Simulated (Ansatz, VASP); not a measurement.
One calculation of SrMn3, two programs

```
Sr Mn
1.0
     4.12203    0.00000    0.00000
     0.00000    4.12203    0.00000
     0.00000    0.00000    4.12203
Sr Mn
1 3
Direct
  0.00000 0.00000 0.00000
  0.00000 0.50000 0.50000
  0.50000 0.00000 0.50000
  0.50000 0.50000 0.00000
```

Alike in both runs: task single point; functional PBE; k mesh 4 × 4 × 4; occupations gaussian, width 0.1 eV; collinear spin.

```csv
,VASP,Ansatz
version,VASP 6.6.1,Ansatz 0.2.0
potentials or method,"VASP PAW PBE potentials, release 64 (Sr_sv, Mn_pv), cutoff 520 eV","scalar-relativistic, plane waves, PAW"
valence electrons in the cell,49,55
```

Ansatz gave:

```
gap on the k mesh at the Fermi level (eV)                     : none
pressure (GPa)                                                : 6.6
net moment per atom (μB)                                      : 2.55
size of the moment on the site where the two differ most (μB) : 3.39
```

Problem. Estimate VASP's values.

Solution. gap on the k mesh at the Fermi level (eV): none; pressure (GPa): 7.0; net moment per atom (μB): 2.55; size of the moment on the site where the two differ most (μB): 3.33.

Site moments also hang on the region over which each program counts them. A gap of «none» marks a metal or a gap that the smearing closes. VASP's potentials hold 49 valence electrons a cell and Ansatz's 55, so a difference there can come from the potentials and not from the codes.

The k mesh is coarse, so the values compare programs but aren't converged.
